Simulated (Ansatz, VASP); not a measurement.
**Two plane-wave programs on TiAl**

POSCAR

```
TiAl
1.0
    3.1713456452      0.0000000000      0.0000000000
    0.0000000000      3.1713456452      0.0000000000
    0.0000000000      0.0000000000      3.1713456452
Ti Al
1 1
Direct
    0.0000000000      0.0000000000      0.0000000000
    0.5000000000      0.5000000000      0.5000000000
```

File INCAR.step1:

```
SYSTEM = TiAl
PREC = Accurate
ENCUT = 520
ISMEAR = 0
SIGMA = 0.15
LREAL = .FALSE.
LASPH = .TRUE.
NELM = 60
NBANDS = 14
GGA = PE
ALGO = Normal
EDIFF = 1E-4
LWAVE = .TRUE.
LCHARG = .FALSE.
```

INCAR.step2

```
SYSTEM = TiAl
PREC = Accurate
ENCUT = 520
EDIFF = 1E-6
ISMEAR = 0
SIGMA = 0.15
LREAL = .FALSE.
LASPH = .TRUE.
NELM = 60
ALGO = Normal
ISIF = 2
LWAVE = .FALSE.
LCHARG = .TRUE.
METAGGA = R2SCAN
LMIXTAU = .TRUE.
LELF = .TRUE.
LVHAR = .TRUE.
NBANDS = 14
ISTART = 1
```

Contents of KPOINTS:

```
Automatic mesh
0
G
  22 22 22
  0 0 0
```

Input for Ansatz:

```yaml
crystal:
  lattice:
    - [3.1713456452, 0.0, 0.0]
    - [0.0, 3.1713456452, 0.0]
    - [0.0, 0.0, 3.1713456452]
  atoms:
    - { symbol: Ti, position: [0.0, 0.0, 0.0] }
    - { symbol: Al, position: [0.5, 0.5, 0.5] }
basis:
  ecutwfc: 500
kpoints:
  mp_grid: { grid: [22, 22, 22] }
hamiltonian:
  xc: r2scan
scf:
  occupations: { method: gaussian, width: 0.15 }
output:
  forces: true
  stress: true
  eigenvalues: true
  write_density: true
  write_potential: true
  elf: true
  volumetric_format: npy
```

Alike in both runs: task single point; functional r2SCAN; k mesh 22 × 22 × 22; occupations gaussian, width 0.15 eV; no spin polarisation.

|  | VASP | Ansatz |
| --- | --- | --- |
| version | VASP 6.6.1 | Ansatz 0.2.0 |
| potentials or method | VASP PAW PBE potentials, release 64 (Ti_sv, Al), cutoff 520 eV | scalar-relativistic, plane waves, PAW |
| valence electrons in the cell | 15 | 15 |

|  | VASP | Ansatz | Ansatz less VASP |
| --- | --- | --- | --- |
| gap on the k mesh at the Fermi level (eV) | none | none | - |
| pressure (GPa) | 0.1 | 0.1 | -0.08 |

VASP's potentials were made for PBE, not for r2SCAN. A gap of «none» marks a metal or a gap that the smearing closes.
